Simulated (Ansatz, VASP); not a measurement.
**Ni in VASP and in Ansatz**

```xyz
1
Lattice="0.0000 1.8026 1.8026 1.8026 0.0000 1.8026 1.8026 1.8026 0.0000" Properties=species:S:1:pos:R:3 pbc="T T T"
Ni    0.0000    0.0000    0.0000
```

Change from the starting cell: volume scaled by 1.06, crystal datasets.

Alike in both runs: task electric field gradients; functional PBE; k mesh 20 × 20 × 20; occupations fermi-dirac, width 0.05 eV; collinear spin.

|  | VASP | Ansatz |
| --- | --- | --- |
| version | VASP 6.6.1 | Ansatz 0.2.0 |
| potentials or method | VASP PAW PBE potentials, release 64 (Ni), cutoff 520 eV | all-electron PAW with datasets made for the crystal, scalar-relativistic |

VASP gave:

* pressure (GPa): -12.0
* net moment per atom (μB): 0.64
* size of the moment on the site where the two differ most (μB): 0.66

Estimate Ansatz's values.

pressure (GPa): -12.2; net moment per atom (μB): 0.65; size of the moment on the site where the two differ most (μB): 0.69.

Site moments also hang on the region over which each program counts them. Ansatz ran all-electron here, and VASP with PAW potentials. Ansatz's warnings: printed levels off.
